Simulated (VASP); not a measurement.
CoPd, 2 atoms in the cell. The structure is trigonal, space group R-3m (No. 166). Conventional cell: a = 2.692 Å, b = 2.692 Å, c = 12.882 Å, α = 90.00°, β = 90.00°, γ = 120.00°. Co (site symmetry -3m) has 6 Pd at 2.65 Å and 6 Co at 2.69 Å within 3.5 Å. Within 3.5 Å of Pd (site symmetry -3m) lie 6 Co at 2.65 Å and 6 Pd at 2.69 Å. 

| Property | Result |
| --- | --- |
| Program | VASP 6.6.1 |
| Task | single point |
| Functional | PBEsol |
| Potentials or basis | VASP PAW PBE potentials, release 64 (Co, Pd) |
| Cutoff | 520 eV |
| k mesh | 12 × 12 × 12 |
| Occupations | fermi-dirac, width 0.1 eV |
| Spin | collinear spin, ferromagnetic start |
| Starting moments | [3.2, 0.0] μB |
| Dipole correction | no |
| Further INCAR settings | ALGO = Normal; EDIFF = 1e-07; NBANDS = 20 |

Potentials or basis: VASP PAW PBE potentials, release 64 (Co, Pd).

Launch:

```bash
$ cat potpaw_PBE.64/Co/POTCAR potpaw_PBE.64/Pd/POTCAR > POTCAR
$ mpirun -np 1 vasp_std > vasp.out
```

Hardware: 1 thread of AMD EPYC 9R45 96-Core Processor (Zen 5) (shared host).

Estimate the wall time of this run.

Wall time 6 min on 1 thread of AMD EPYC 9R45 96-Core Processor (Zen 5), on a shared host, peak memory 0.33 GiB. Counts: scf iterations 17, k points 189.
